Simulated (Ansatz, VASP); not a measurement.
# Si: VASP beside Ansatz

Contents of INCAR:

```
PREC = Accurate
ENCUT = 520
EDIFF = 1E-7
ISMEAR = 0
SIGMA = 0.01
LREAL = False
LASPH = True
NELM = 100
ALGO = Normal
ISIF = 2
LWAVE = False
LCHARG = False
GGA = PE
NBANDS = 26
```

Contents of KPOINTS:

```
regular mesh
0
Gamma
  6 6 2
```

Contents of POSCAR:

```
Si
1.0
    3.7802083943      0.0000000000      0.0000000000
   -1.8901041972      3.2737565010      0.0000000000
    0.0000000000      0.0000000000     12.4172388119
Si
8
Direct
    0.0000000000      0.0000000000      0.0005003176
    0.3333333333      0.6666666667      0.2496538927
    0.0000000000      0.0000000000      0.5005003176
    0.6666666667      0.3333333333      0.7496538927
    0.0000000000      0.0000000000      0.1869996824
    0.3333333333      0.6666666667      0.4378461073
    0.0000000000      0.0000000000      0.6869996824
    0.6666666667      0.3333333333      0.9378461073
```

Input for Ansatz:

```yaml
crystal:
  lattice:
    - [3.7802083943, 0.0, 0.0]
    - [-1.8901041972, 3.273756501, 0.0]
    - [0.0, 0.0, 12.4172388119]
  atoms:
    - { symbol: Si, position: [0.0, 0.0, 0.0005003176] }
    - { symbol: Si, position: [0.3333333333, 0.6666666667, 0.2496538927] }
    - { symbol: Si, position: [0.0, 0.0, 0.5005003176] }
    - { symbol: Si, position: [0.6666666667, 0.3333333333, 0.7496538927] }
    - { symbol: Si, position: [0.0, 0.0, 0.1869996824] }
    - { symbol: Si, position: [0.3333333333, 0.6666666667, 0.4378461073] }
    - { symbol: Si, position: [0.0, 0.0, 0.6869996824] }
    - { symbol: Si, position: [0.6666666667, 0.3333333333, 0.9378461073] }
kpoints:
  mp_grid: { grid: [6, 6, 2] }
hamiltonian:
  xc: pbe
scf:
  occupations: { method: fixed }
  n_extra_bands: 6
output:
  forces: true
  stress: true
  eigenvalues: true
```

Alike in both runs: task single point; functional PBE; k mesh 6 × 6 × 2; no spin polarisation.

|  | VASP | Ansatz |
| --- | --- | --- |
| version | VASP 6.6.1 | Ansatz 0.2.0 |
| potentials or method | VASP PAW PBE potentials, release 64 (Si) | plane waves, PAW |
| plane-wave cutoff (eV) | 520 | 420 |
| occupations | gaussian, width 0.01 eV | fixed |
| valence electrons in the cell | 32 | 32 |

|  | VASP | Ansatz | Ansatz less VASP |
| --- | --- | --- | --- |
| gap on the k mesh at the Fermi level (eV) | 0.47 | 0.47 | -0.001 |
| pressure (GPa) | 6.2 | 6.3 | +0.09 |
| traceless stress, the component that is largest in VASP (GPa) | -0.17 | -0.17 | +0.003 |
| rms of the force components (eV/Å) | 0.004 | 0.004 | +0.0001 |

Atom by atom the forces differ by 0.000 eV/Å (rms over components).
